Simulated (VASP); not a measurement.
# MnSi4C (P6/mmm) in VASP: a series of runs, part 2 of 2

VASP 6.6.1.

## (4) Relaxation of cell and atoms, PBE, collinear spin, ferromagnetic start

File INCAR:

```
SYSTEM = MnSi4C
PREC = Accurate ; ENCUT = 600
EDIFF = 1E-6 ; ISMEAR = 0
SIGMA = 0.1 ; LREAL = .FALSE.
LASPH = .TRUE. ; NELM = 150
ALGO = Normal ; ISIF = 3
LWAVE = .FALSE. ; LCHARG = .FALSE.
ISPIN = 2 ; MAGMOM = 4 0 0 0 0 0
LORBIT = 11 ; LMAXMIX = 4
GGA = PE ; IBRION = 2
NSW = 90 ; EDIFFG = -0.04
```

File KPOINTS:

```
Automatic mesh
0
G
  6 6 4
  0 0 0
```

File POSCAR:

```
MnSi4C
1.0
    3.4804140300      0.0000000000      0.0000000000
   -1.7402070100      3.0141269700      0.0000000000
    0.0000000000      0.0000000000      7.0404053000
Mn Si C
1 4 1
Direct
    0.0000000000      0.0000000000      0.5000000000
    0.3333333300      0.6666666700      0.7665540000
    0.3333333300      0.6666666700      0.2334460000
    0.6666666700      0.3333333300      0.7665540000
    0.6666666700      0.3333333300      0.2334460000
    0.0000000000      0.0000000000      0.0000000000
```

Potentials or basis: VASP PAW PBE potentials, release 64 (Mn_pv, Si, C).

Started as:

```console
$ cat potpaw_PBE.64/Mn_pv/POTCAR potpaw_PBE.64/Si/POTCAR potpaw_PBE.64/C/POTCAR > POTCAR
$ mpirun -np 1 vasp_std > vasp.out
```

OUTCAR:

```text
SYSTEM = MnSi4C
   PREC = Accurate
   ENCUT = 600
   EDIFF = 1E-6
   ISMEAR = 0
   LREAL = .FALSE.
   LASPH = .TRUE.
   NELM = 150
   ISIF = 3
   ISPIN = 2
   LORBIT = 11
   GGA = PE
   IBRION = 2
   NSW = 90
   EDIFFG = -0.04

 ion  position               nearest neighbor table
   1  0.000  0.000  0.500-   2 2.75   3 2.75   4 2.75   5 2.75   4 2.75   5 2.75   2 2.75   3 2.75
                             4 2.75   5 2.75   2 2.75   3 2.75
   2  0.333  0.667  0.767-   4 2.01   4 2.01   4 2.01   6 2.60   6 2.60   6 2.60   1 2.75   1 2.75
                             1 2.75
   3  0.333  0.667  0.233-   5 2.01   5 2.01   5 2.01   6 2.60   6 2.60   6 2.60   1 2.75   1 2.75
                             1 2.75
   4  0.667  0.333  0.767-   2 2.01   2 2.01   2 2.01   6 2.60   6 2.60   6 2.60   1 2.75   1 2.75
                             1 2.75
   5  0.667  0.333  0.233-   3 2.01   3 2.01   3 2.01   6 2.60   6 2.60   6 2.60   1 2.75   1 2.75
                             1 2.75
   6  0.000  0.000  0.000-   2 2.60   3 2.60   4 2.60   5 2.60   4 2.60   5 2.60   2 2.60   3 2.60
                             4 2.60   5 2.60   2 2.60   3 2.60

  LATTYP: Found a hexagonal cell.
 ALAT       =     3.4804140300
 C/A-ratio  =     2.0228643027

  Lattice vectors:

 A1 = (   3.4804140300,   0.0000000000,   0.0000000000)
 A2 = (  -1.7402070100,   3.0141269700,   0.0000000000)
 A3 = (   0.0000000000,   0.0000000000,   7.0404053000)

Analysis of symmetry for initial positions (statically):
=====================================================================
 Subroutine PRICEL returns:
 Original cell was already a primitive cell.

 Routine SETGRP: Setting up the symmetry group for a
 hexagonal supercell.

 Subroutine GETGRP returns: Found 24 space group operations
 (whereof 24 operations were pure point group operations)
 out of a pool of 24 trial point group operations.

The static configuration has the point symmetry D_6h.

Analysis of symmetry for dynamics (positions and initial velocities):
=====================================================================
 Subroutine PRICEL returns:
 Original cell was already a primitive cell.

 Routine SETGRP: Setting up the symmetry group for a
 hexagonal supercell.

 Subroutine GETGRP returns: Found 24 space group operations
 (whereof 24 operations were pure point group operations)
 out of a pool of 24 trial point group operations.

The dynamic configuration has the point symmetry D_6h.

Analysis of structural, dynamic, and magnetic symmetry:
=====================================================================
 Subroutine PRICEL returns:
 Original cell was already a primitive cell.

 Routine SETGRP: Setting up the symmetry group for a
 hexagonal supercell.

 Subroutine GETGRP returns: Found 24 space group operations
 (whereof 24 operations were pure point group operations)
 out of a pool of 24 trial point group operations.

The overall configuration has the point symmetry D_6h.

 Subroutine INISYM returns: Found 24 space group operations
 (whereof 24 operations are pure point group operations),
 and found     1 'primitive' translations

----------------------------------------------------------------------------------------

                                     Primitive cell

  volume of cell :      73.8567
[... 77 lines left out ...]
   total plane-waves  NPLWV =  43904
   dimension x,y,z NGX =    28 NGY =   28 NGZ =   56
   dimension x,y,z NGXF=    56 NGYF=   56 NGZF=  112
   ions per type =               1   4   1
   NGX,Y,Z   is equivalent  to a cutoff of  13.37, 13.37, 13.22 a.u.
   NGXF,Y,Z  is equivalent  to a cutoff of  26.75, 26.75, 26.45 a.u.
 SYSTEM =  MnSi4C
   PREC   = accura    normal or accurate (medium, high low for compatibility)
   ISTART =      0    job   : 0-new  1-cont  2-samecut
   ICHARG =      2    charge: 1-file 2-atom 10-const
   ISPIN  =      2    spin polarized calculation?
   LNONCOLLINEAR =      F non collinear calculations
   LSORBIT =      F    spin-orbit coupling
   LASPH  =      T    aspherical Exc in radial PAW
   ENCUT  =  600.0 eV  44.10 Ry    6.64 a.u.   6.95  6.95 14.06*2*pi/ulx,y,z
   NELM   =    150;   NELMIN=  2; NELMDL= -5     # of ELM steps
   EDIFF  = 0.1E-05   stopping-criterion for ELM
   LREAL  =      F    real-space projection
   EDIFFG = -.4E-01   stopping-criterion for IOM
   NSW    =     90    number of steps for IOM
   IBRION =      2    ionic relax: 0-MD 1-quasi-New 2-CG
   NFREE  =      1    steps in history (QN), initial steepest desc. (CG)
   ISIF   =      3    stress and relaxation
   ISYM   =      2    0-nonsym 1-usesym 2-fastsym
   POTIM  = 0.5000    time-step for ionic-motion
   TEBEG  =    0.0;   TEEND  =   0.0 temperature during run
   PSTRESS=    0.0 pullay stress
   NELECT =      33.0000    total number of electrons
   NUPDOWN=      -1.0000    fix difference up-down
   EMIN   =  10.00;   EMAX   =-10.00  energy-range for DOS
   EFERMI =   0.00;   METHOD = LEGACY
   ISMEAR =     0;   SIGMA  =   0.10  broadening in eV -4-tet -1-fermi 0-gaus
   EFERMI_NEDOS =   21; number of points for ismear=-14 and -15
   IALGO  =     38    algorithm
   IMIX   =      4    mixing-type and parameters
     AMIX     =   0.40;   BMIX     =  1.00
     AMIX_MAG =   1.60;   BMIX_MAG =  1.00
  volume/ion in A,a.u.               =      12.31        83.07
  Fermi-wavevector in a.u.,A,eV,Ry     =   1.251554  2.365093 21.311980  1.566386
  Thomas-Fermi vector in A             =   2.385496
   LORBIT       =     11    0 simple, 1 ext, 2 COOP (PROOUT), +10 PAW based schemes
   GGA     = PE    functional components
   LHFCALC =     F    Hartree Fock is set to
   AEXX    =    0.0000 exact exchange contribution
   IVDW    =     0    specifies the selected vdW correction
   LEPSILON=     F    determine dielectric tensor
   LRPA    =     F    only Hartree local field effects (RPA)
 conjugate gradient relaxation of ions
 spin polarized calculation
 Gauss-broadening in eV      SIGMA  =   0.10
  energy-cutoff  :      600.00
  volume of cell :       73.86
 maximum number of plane-waves:      2480
 NGX is ok and might be reduce to    28
   NGX = 13   NGY = 13   NGZ = 29

--------------------------------------- Ionic step        1  -------------------------------------------

 number of electron      33.0000002 magnetization       3.5114498

 Free energy of the ion-electron system (eV)
  ---------------------------------------------------
  ext. energy  EPLUGINS =         0.00000000
  ---------------------------------------------------
  free energy    TOTEN  =       -28.88754198 eV

  energy without entropy =      -28.86948636  energy(sigma->0) =      -28.87851417

------------------------ aborting loop because EDIFF is reached ----------------------------------------

  FORCE on cell =-STRESS in cart. coord.  units (eV):
  Direction    XX          YY          ZZ          XY          YZ          ZX
  --------------------------------------------------------------------------------------
  -------------------------------------------------------------------------------------
  Total       31.9916561     31.9916562     -1.4064047      0.0000001     -0.0000000     -0.0000000
  in kB      693.9963566    693.9963586    -30.5091971      0.0000012     -0.0000000     -0.0000000
  external PRESSURE =     452.4945060 kB  Pullay stress =       0.0000000 kB
[... 2232 lines left out ...]
     21      12.6706      0.00000
     22      12.6706      0.00000

[... ionic steps 4 to 18 ...]

--------------------------------------- Ionic step       19  -------------------------------------------

 number of electron      33.0000029 magnetization       0.0001671

 number of electron      33.0000029 magnetization      -0.0000159
[... 79 lines left out ...]
 number of electron      33.0000029 magnetization      -0.0054132

 number of electron      33.0000029 magnetization       0.0003970

 Free energy of the ion-electron system (eV)
  ---------------------------------------------------
  ext. energy  EPLUGINS =         0.00000000
  ---------------------------------------------------
  free energy    TOTEN  =       -33.54841979 eV

  energy without entropy =      -33.51802567  energy(sigma->0) =      -33.53322273

 E-fermi :   9.8653     XC(G=0): -11.7261

 val. band max:        9.8295239680   @ k =   0.1667   0.0000   0.2500
 cond. band min:       9.8703020831   @ k =   0.3333   0.3333   0.0000
 fundamental gap:      0.0407781151
 Fermi energy:         9.8652873516
[... 1086 lines left out ...]
  FREE ENERGIE OF THE ION-ELECTRON SYSTEM (eV)
  ---------------------------------------------------
  free  energy   TOTEN  =       -33.5484197853 eV

  energy  without entropy=      -33.5180256737  energy(sigma->0) =      -33.53322273

 reached required accuracy - stopping structural energy minimisation

 total charge

# of ion       s       p       d       tot
------------------------------------------
    1        0.250   6.229   5.163  11.642
    2        0.807   0.835   0.000   1.642
    3        0.807   0.835   0.000   1.642
    4        0.807   0.835   0.000   1.642
    5        0.807   0.835   0.000   1.642
    6        0.987   1.109   0.000   2.097
--------------------------------------------------
tot          4.464  10.679   5.163  20.306

 magnetization (x)

# of ion       s       p       d       tot
------------------------------------------
    1       -0.000   0.000   0.000   0.000
    2        0.000  -0.000   0.000   0.000
    3        0.000  -0.000   0.000   0.000
    4        0.000  -0.000   0.000   0.000
    5        0.000  -0.000   0.000   0.000
    6        0.000   0.000   0.000   0.000
--------------------------------------------------
tot          0.000   0.000   0.000   0.000
```

It took 17 min on 1 thread of Intel Xeon 6975P-C (Granite Rapids), shared host; peak memory 0.29 GiB.

What came out:

* Free energy: -33.5484 eV
* Relaxed volume: 12.58 Å³/atom
* Relaxed cell: a = 4.360 Å, b = 4.360 Å, c = 4.583 Å, α = 90.00°, β = 90.00°, γ = 120.00°
* Space group after relaxing (to 0.1 Å): P6/mmm (No. 191)
* Pressure after relaxing: 0.0 GPa
* Largest force after relaxing: 0.012 eV/Å
* Net moment: 0.00 μB per cell
* Valence electrons inside the program's atomic spheres: Mn 11.64; Si 1.64; C 2.10

Forces on the atoms (eV/Å):
```
Mn   0.000  0.000  0.000
Si   0.000  0.000  0.012
Si   0.000  0.000 -0.012
Si   0.000  0.000  0.012
Si   0.000  0.000 -0.012
C    0.000  0.000  0.000
```

Stress tensor (GPa, compression positive):
```
 0.09  0.00  0.00
 0.00  0.09  0.00
 0.00  0.00 -0.07
```

Final structure:
```
CELL_PARAMETERS angstrom
4.36026 0.00000 0.00000
-2.18013 3.77609 0.00000
0.00000 0.00000 4.58346
ATOMIC_POSITIONS crystal
Mn 0.00000 0.00000 0.50000
Si 0.33333 0.66667 0.74926
Si 0.33333 0.66667 0.25074
Si 0.66667 0.33333 0.74926
Si 0.66667 0.33333 0.25074
C 0.00000 0.00000 0.00000
```

Caveat: a cell axis changed by over 15 % at a fixed basis, so the end point is rough.
